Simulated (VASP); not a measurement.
# MgO (Periclase) (Fm-3m) in VASP: settings compared

MgO (Periclase) is run at these levels: PBE, PBE+D4, HSE06; tasks: single point.

All numbers are computed with VASP 6.6.1; they aren't measurements. Logs are shortened: lines on timing, memory, paths and dates and some standing lists are left out, and cuts for length are marked.

**What was measured.**

From “Electronic structure of alkaline earth and post-transition metal oxides”, 2009, arxiv:0908.1581, for a bulk crystal of MgO: band gap 7.83 eV.

How close the calculation comes is told below.

**1. The cell of the first run**

It takes space group Fm-3m (No. 225, cubic). The conventional cell has a = 4.204 Å, b = 4.204 Å, c = 4.204 Å, α = 90.00°, β = 90.00°, γ = 90.00°. Within 2.8 Å of Mg (site symmetry m-3m) lie 6 O at 2.10 Å. O (site symmetry m-3m) has 6 Mg at 2.10 Å within 2.8 Å.

**2. Single point, PBE**

Input file INCAR:

```
SYSTEM = MgO
  PREC = Accurate
  ENCUT = 520
  EDIFF = 1E-6
  ISMEAR = 0
  SIGMA = 0.05
  LREAL = .FALSE.
  LASPH = .TRUE.
  NELM = 80
  ALGO = Normal
  ISIF = 2
  LWAVE = .FALSE.
  LCHARG = .FALSE.
  GGA = PE
  NBANDS = 11
```

Input file KPOINTS:

```
regular mesh
0
G
  8 8 8
  0 0 0
```

Input file POSCAR:

```
MgO
1.0
    0.0000000000      2.1021680256      2.1021680256
    2.1021680256      0.0000000000      2.1021680256
    2.1021680256      2.1021680256      0.0000000000
Mg O
1 1
Direct
    0.0000000000      0.0000000000      0.0000000000
    0.5000000000      0.5000000000      0.5000000000
```

Potentials or basis: VASP PAW PBE potentials, release 64 (Mg, O).

On the command line:

```
$ cat potpaw_PBE.64/Mg/POTCAR potpaw_PBE.64/O/POTCAR > POTCAR
$ mpirun -np 1 vasp_std > vasp.out
```

OUTCAR:

```text
SYSTEM = MgO
   PREC = Accurate
   ENCUT = 520
   EDIFF = 1E-6
   ISMEAR = 0
   LREAL = .FALSE.
   LASPH = .TRUE.
   NELM = 80
   ISIF = 2
   GGA = PE

 ion  position               nearest neighbor table
   1  0.000  0.000  0.000-   2 2.10   2 2.10   2 2.10   2 2.10   2 2.10   2 2.10
   2  0.500  0.500  0.500-   1 2.10   1 2.10   1 2.10   1 2.10   1 2.10   1 2.10

  LATTYP: Found a face centered cubic cell.
 ALAT       =     4.2043360512

  Lattice vectors:

 A1 = (   0.0000000000,   2.1021680256,   2.1021680256)
 A2 = (   2.1021680256,   0.0000000000,   2.1021680256)
 A3 = (   2.1021680256,   2.1021680256,   0.0000000000)

Analysis of symmetry for initial positions (statically):
=====================================================================
 Subroutine PRICEL returns:
 Original cell was already a primitive cell.

 Routine SETGRP: Setting up the symmetry group for a
 face centered cubic supercell.

 Subroutine GETGRP returns: Found 48 space group operations
 (whereof 48 operations were pure point group operations)
 out of a pool of 48 trial point group operations.

The static configuration has the point symmetry O_h .

Analysis of symmetry for dynamics (positions and initial velocities):
=====================================================================
 Subroutine PRICEL returns:
 Original cell was already a primitive cell.

 Routine SETGRP: Setting up the symmetry group for a
 face centered cubic supercell.

 Subroutine GETGRP returns: Found 48 space group operations
 (whereof 48 operations were pure point group operations)
 out of a pool of 48 trial point group operations.

The dynamic configuration has the point symmetry O_h .

 Subroutine INISYM returns: Found 48 space group operations
 (whereof 48 operations are pure point group operations),
 and found     1 'primitive' translations

----------------------------------------------------------------------------------------

                                     Primitive cell

  volume of cell :      18.5794

  direct lattice vectors                    reciprocal lattice vectors
     0.000000000  2.102168026  2.102168026    -0.237849684  0.237849684  0.237849684
     2.102168026  0.000000000  2.102168026     0.237849684 -0.237849684  0.237849684
     2.102168026  2.102168026  0.000000000     0.237849684  0.237849684 -0.237849684

  length of vectors
     2.972914532  2.972914532  2.972914532     0.411967737  0.411967737  0.411967737

  position of ions in fractional coordinates (direct lattice)
     0.000000000  0.000000000  0.000000000
[... 88 lines left out ...]
   PSTRESS=    0.0 pullay stress
   NELECT =       8.0000    total number of electrons
   NUPDOWN=      -1.0000    fix difference up-down
   EMIN   =  10.00;   EMAX   =-10.00  energy-range for DOS
   EFERMI =   0.00;   METHOD = LEGACY
   ISMEAR =     0;   SIGMA  =   0.05  broadening in eV -4-tet -1-fermi 0-gaus
   EFERMI_NEDOS =   21; number of points for ismear=-14 and -15
   IALGO  =     38    algorithm
   IMIX   =      4    mixing-type and parameters
     AMIX     =   0.40;   BMIX     =  1.00
     AMIX_MAG =   1.60;   BMIX_MAG =  1.00
  volume/ion in A,a.u.               =       9.29        62.69
  Fermi-wavevector in a.u.,A,eV,Ry     =   1.236215  2.336108 20.792804  1.528228
  Thomas-Fermi vector in A             =   2.370833
   LORBIT       =      0    0 simple, 1 ext, 2 COOP (PROOUT), +10 PAW based schemes
   GGA     = PE    functional components
   LHFCALC =     F    Hartree Fock is set to
   AEXX    =    0.0000 exact exchange contribution
   IVDW    =     0    specifies the selected vdW correction
   LEPSILON=     F    determine dielectric tensor
   LRPA    =     F    only Hartree local field effects (RPA)
 non-spin polarized calculation
 Gauss-broadening in eV      SIGMA  =   0.05
  energy-cutoff  :      520.00
  volume of cell :       18.58
 maximum number of plane-waves:       531
 NGX is ok and might be reduce to    24
   NGX = 11   NGY = 11   NGZ = 11

 number of electron       8.0000004 magnetization

 Free energy of the ion-electron system (eV)
  ---------------------------------------------------
  ext. energy  EPLUGINS =         0.00000000
  ---------------------------------------------------
  free energy    TOTEN  =       -11.90255475 eV

  energy without entropy =      -11.90255475  energy(sigma->0) =      -11.90255475

 E-fermi :   3.4339     XC(G=0): -11.1047

 val. band max:        3.2285669781   @ k =   0.0000   0.0000   0.0000
 cond. band min:       8.0087151211   @ k =   0.0000   0.0000   0.0000
 fundamental gap:      4.7801481431
 Fermi energy:         3.4338751712

 k-point     1 :       0.0000    0.0000    0.0000
  band No.  band energies     occupation
      1     -14.0633      2.00000
      2       3.2286      2.00000
      3       3.2286      2.00000
      4       3.2286      2.00000
      5       8.0087      0.00000
      6      19.0594      0.00000
      7      19.0594      0.00000
      8      19.0594      0.00000
      9      22.9907      0.00000
     10      24.7714      0.00000
     11      24.7714      0.00000
[... 309 lines left out ...]
 k-point    24 :      -0.3750    0.2500    0.1250
  band No.  band energies     occupation
      1     -12.6130      2.00000
      2      -0.7925      2.00000
      3       1.2823      2.00000
      4       2.2349      2.00000
      5      12.9400      0.00000
      6      15.4814      0.00000
      7      16.7782      0.00000
      8      20.1945      0.00000
      9      23.8201      0.00000
     10      25.3818      0.00000
     11      29.4786      0.00000

 [... further k-points ...]

------------------------ aborting loop because EDIFF is reached ----------------------------------------

  FORCE on cell =-STRESS in cart. coord.  units (eV):
  Direction    XX          YY          ZZ          XY          YZ          ZX
  --------------------------------------------------------------------------------------
  -------------------------------------------------------------------------------------
  Total        0.5668624      0.5668624      0.5668624      0.0000000      0.0000000     -0.0000000
  in kB       48.8827905     48.8827905     48.8827905      0.0000000      0.0000000     -0.0000000
  external PRESSURE =      48.8827905 kB  Pullay stress =       0.0000000 kB

 VOLUME and BASIS-vectors are now :
 -----------------------------------------------------------------------------
  energy-cutoff  :      520.00
  volume of cell :       18.58
      direct lattice vectors                 reciprocal lattice vectors
     0.000000000  2.102168026  2.102168026    -0.237849684  0.237849684  0.237849684
     2.102168026  0.000000000  2.102168026     0.237849684 -0.237849684  0.237849684
     2.102168026  2.102168026  0.000000000     0.237849684  0.237849684 -0.237849684

 POSITION                                       TOTAL-FORCE (eV/Angst)
 -----------------------------------------------------------------------------------
      0.00000      0.00000      0.00000        -0.000000      0.000000      0.000000
      2.10217      2.10217      2.10217         0.000000     -0.000000     -0.000000
 -----------------------------------------------------------------------------------
    total drift:                               -0.000000     -0.000000      0.000000

  FREE ENERGIE OF THE ION-ELECTRON SYSTEM (eV)
  ---------------------------------------------------
  free  energy   TOTEN  =       -11.9025547505 eV

  energy  without entropy=      -11.9025547505  energy(sigma->0) =      -11.90255475
```

OSZICAR:

```text
N       E                     dE             d eps       ncg     rms          rms(c)
DAV:   1     0.135338910187E+02    0.13534E+02   -0.46257E+03   734   0.648E+02
DAV:   2    -0.128738817522E+02   -0.26408E+02   -0.26004E+02   749   0.135E+02
DAV:   3    -0.134625725524E+02   -0.58869E+00   -0.58820E+00   758   0.175E+01
DAV:   4    -0.134639902863E+02   -0.14177E-02   -0.14177E-02   698   0.982E-01
DAV:   5    -0.134639947623E+02   -0.44761E-05   -0.44760E-05   743   0.535E-02    0.722E+00
DAV:   6    -0.119195402615E+02    0.15445E+01   -0.87430E+00   665   0.163E+01    0.221E+00
DAV:   7    -0.119080603657E+02    0.11480E-01   -0.51865E-02   695   0.207E+00    0.134E+00
DAV:   8    -0.119028967815E+02    0.51636E-02   -0.26969E-02   671   0.185E+00    0.230E-01
DAV:   9    -0.119025529772E+02    0.34380E-03   -0.52517E-04   725   0.160E-01    0.129E-01
DAV:  10    -0.119025530759E+02   -0.98642E-07   -0.45395E-04   701   0.158E-01    0.845E-03
DAV:  11    -0.119025549001E+02   -0.18242E-05   -0.23311E-06   725   0.129E-02    0.526E-03
DAV:  12    -0.119025547505E+02    0.14958E-06   -0.54924E-07   376   0.564E-03
   1 F= -.11902555E+02 E0= -.11902555E+02  d E =-.786615E-11
```

It took 5.7 s on 1 thread of Intel Xeon 6975P-C (Granite Rapids), shared host; peak memory 0.13 GiB.

What came out:

| Quantity | Value |
| --- | --- |
| Free energy | -11.9026 eV |
| Pressure | 4.9 GPa |
| Band gap on the k mesh | 4.78 eV, direct |

Levels at points of the mesh, in eV from the valence-band top:
| k point | band 1 | band 2 | band 3 | band 4 | band 5 | band 6 | band 7 | band 8 | band 9 |
| --- | --- | --- | --- | --- | --- | --- | --- | --- | --- |
| (0.00, 0.00, 0.00) | -17.29 | 0.00 | 0.00 | 0.00 | 4.78 | 15.83 | 15.83 | 15.83 | 19.76 |
| (0.50, 0.00, 0.00) | -15.99 | -4.64 | -0.66 | -0.66 | 7.93 | 12.67 | 16.37 | 16.37 | 20.97 |
| (0.50, 0.50, 0.00) | -15.73 | -4.11 | -1.36 | -1.36 | 9.13 | 10.03 | 13.16 | 19.06 | 19.06 |

**3. Single point, PBE**

Input file INCAR:

```
SYSTEM = MgO
  ALGO = Normal
  EDIFF = 1E-6
  ENCUT = 520
  GGA = PE
  ISIF = 2
  ISMEAR = 1
  LASPH = .TRUE.
  LCHARG = .FALSE.
  LREAL = .FALSE.
  LWAVE = .FALSE.
  NBANDS = 11
  NELM = 80
  PREC = Accurate
  SIGMA = 0.5
```

Input file KPOINTS:

```
k-points
0
G
  8 8 8
  0 0 0
```

POSCAR is that of step 2.

Potentials or basis: VASP PAW PBE potentials, release 64 (Mg, O).

On the command line:

```
$ cat potpaw_PBE.64/Mg/POTCAR potpaw_PBE.64/O/POTCAR > POTCAR
$ mpirun -np 1 vasp_std > vasp.out
```

It took 5.1 s on 1 thread of Intel Xeon 6975P-C (Granite Rapids), shared host; peak memory 0.14 GiB.

Results (log left out):

```
Free energy            : -11.8938 eV
Pressure               : 4.7 GPa
Band gap on the k mesh : 4.78 eV, direct
```

Levels at points of the mesh, in eV from the valence-band top:
```
           k point  band 2  band 3  band 4  band 5  band 6  band 7
(0.00, 0.00, 0.00)    0.00    0.00    0.00    4.78   15.84   15.84
(0.50, 0.00, 0.00)   -4.64   -0.66   -0.66    7.94   12.67   16.37
(0.50, 0.50, 0.00)   -4.10   -1.36   -1.36    9.13   10.03   13.16
```

**4. Single point, PBE+D4**

Input file INCAR:

```
SYSTEM = MgO
  PREC = Accurate
  ENCUT = 520
  EDIFF = 1E-6
  ISMEAR = 0
  SIGMA = 0.01
  LREAL = .False.
  LASPH = .True.
  NELM = 100
  ALGO = Normal
  ISIF = 2
  LWAVE = .False.
  LCHARG = .False.
  GGA = PE
  IVDW = 13
  NBANDS = 11
```

Input file KPOINTS:

```
Automatic mesh
0
Gamma
  8 8 8
  0 0 0
```

POSCAR is that of step 3.

On the command line:

```
$ cat potpaw_PBE.64/Mg/POTCAR potpaw_PBE.64/O/POTCAR > POTCAR
$ mpirun -np 1 vasp_std > vasp.out
```

Run time: 6.9 s. Hardware: 1 thread of Intel Xeon 6975P-C (Granite Rapids), shared host; peak memory 0.14 GiB.

The run converged. Its results:

| Quantity | Value |
| --- | --- |
| Free energy | -12.2360 eV |
| Pressure | 1.7 GPa |
| Band gap on the k mesh | 4.78 eV, direct |
| Dispersion energy per atom | -0.167 eV |

Levels at points of the mesh, in eV from the valence-band top:
| k point | band 2 | band 3 | band 4 | band 5 | band 6 | band 7 |
| --- | --- | --- | --- | --- | --- | --- |
| (0.00, 0.00, 0.00) | 0.00 | 0.00 | 0.00 | 4.78 | 15.83 | 15.83 |
| (0.50, 0.00, 0.00) | -4.64 | -0.66 | -0.66 | 7.93 | 12.67 | 16.37 |
| (0.50, 0.50, 0.00) | -4.11 | -1.36 | -1.36 | 9.13 | 10.03 | 13.16 |

**5. Single point, HSE06**

POSCAR is that of step 4.

Input file INCAR.step1:

```
PREC = Accurate ; ENCUT = 520
EDIFF = 1E-5 ; ISMEAR = 0
SIGMA = 0.01 ; LREAL = F
LASPH = T ; NELM = 100
ALGO = Normal ; ISIF = 2
LWAVE = T ; LCHARG = F
GGA = PE ; NBANDS = 11
```

Input file INCAR.step2:

```
PREC = Accurate ; ENCUT = 520
EDIFF = 1E-6 ; ISMEAR = 0
SIGMA = 0.01 ; LREAL = F
LASPH = T ; NELM = 100
ALGO = Normal ; ISIF = 2
LWAVE = F ; LCHARG = F
GGA = PE ; LHFCALC = T
HFSCREEN = 0.2079 ; PRECFOCK = Normal
ISTART = 1 ; NBANDS = 11
```

Input file KPOINTS:

```
regular mesh
0
Gamma
  6 6 6
```

On the command line:

```
$ cat potpaw_PBE.64/Mg/POTCAR potpaw_PBE.64/O/POTCAR > POTCAR
$ cp INCAR.step1 INCAR
$ mpirun -np 1 vasp_std > vasp.out
$ cp INCAR.step2 INCAR
$ mpirun -np 1 vasp_std > vasp.out
```

Run time: 8.6 min. Hardware: 1 thread of Intel Xeon 6975P-C (Granite Rapids), shared host; peak memory 0.25 GiB.

Results (log left out):

```
Free energy            : -14.2100 eV
Pressure               : -0.6 GPa
Band gap on the k mesh : 6.50 eV, direct
```

Levels at points of the mesh, in eV from the valence-band top:
| k point | band 1 | band 2 | band 3 | band 4 | band 5 | band 6 | band 7 | band 8 |
| --- | --- | --- | --- | --- | --- | --- | --- | --- |
| (0.00, 0.00, 0.00) | -18.85 | 0.00 | 0.00 | 0.00 | 6.50 | 17.78 | 17.78 | 17.78 |
| (0.50, 0.00, 0.00) | -17.49 | -4.95 | -0.72 | -0.72 | 9.71 | 14.93 | 18.38 | 18.38 |
| (0.50, 0.50, 0.00) | -17.21 | -4.41 | -1.48 | -1.48 | 10.86 | 11.91 | 15.42 | 21.46 |

Caveat: the k points lie up to 0.43 Å⁻¹ apart; the PAW data sets were made with another functional, which shifts forces and pressure a little.

**6. Overview**

```tsv
level	k mesh	smearing	grid for exact exchange (PRECFOCK)	screening parameter	gap on the mesh (eV)	pressure (GPa)
PBE	8 × 8 × 8	gaussian 0.05 eV	-	-	4.78	4.9
PBE	8 × 8 × 8	methfessel-paxton 0.5 eV	-	-	4.78	4.7
PBE+D4	8 × 8 × 8	gaussian 0.01 eV	-	-	4.78	1.7
HSE06	6 × 6 × 6	gaussian 0.01 eV	Normal	0.2079 1/Å	6.50	-0.6
```

Alike in all rows: task single point; potentials or basis VASP PAW PBE potentials, release 64 (Mg, O); no spin polarisation; cell as given; cutoff (eV) 520.

Caveats: some runs use coarse meshes; the PAW data sets were made with another functional, which shifts forces and pressure a little (some runs).

Absolute energies hang on the potentials; compare differences alone.

**7. Comparison with measurements**

Step 4. A measured gap of MgO is 7.83 eV (quoted in “Electronic structure of alkaline earth and post-transition metal oxides”, 2009, arxiv:0908.1581); the calculated 4.78 eV misses it by -3.05 eV. The value is that of PBE+D4, without temperature or zero-point motion. Semilocal functionals fall short of measured gaps as a rule.
